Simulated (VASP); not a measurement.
Input of a VASP 6.6.1 run:

The input INCAR:

```
SYSTEM = MnS
ALGO = Normal ; EDIFF = 1E-7
ENCUT = 520 ; GGA = PE
ISIF = 2 ; ISMEAR = 0
ISPIN = 2 ; LASPH = .True.
LCHARG = .False. ; LMAXMIX = 4
LORBIT = 11 ; LREAL = .False.
LWAVE = .False. ; MAGMOM = 4.63 0.14
NBANDS = 20 ; NELM = 150
PREC = Accurate ; SIGMA = 0.1
```

KPOINTS

```
k-points
0
Gamma
  14 14 14
  0 0 0
```

The input POSCAR:

```
MnS
1.0
    0.0000000000      2.8222405763      2.8222405763
    2.8222405763      0.0000000000      2.8222405763
    2.8222405763      2.8222405763      0.0000000000
Mn S
1 1
Direct
    0.0000000000      0.0000000000      0.0000000000
    0.7500000000      0.7500000000      0.7500000000
```

Potentials or basis: VASP PAW PBE potentials, release 64 (Mn_pv, S).

Run with:

```sh
$ cat potpaw_PBE.64/Mn_pv/POTCAR potpaw_PBE.64/S/POTCAR > POTCAR
$ mpirun -np 1 vasp_std > vasp.out
```

(1) What does it give for the net moment?

(2) What does it give for the pressure?

(3) Estimate the band gap on the k mesh.

Results:

(1) 4.97 μB per cell.

(2) 0.0 GPa.

(3) zero (filled and empty bands overlap).

Caveat: a cell with one magnetic atom can't hold antiferromagnetic order, which such compounds often take; semilocal functionals often make such compounds metallic where correlation or magnetic order opens a gap, which also shifts bond lengths.
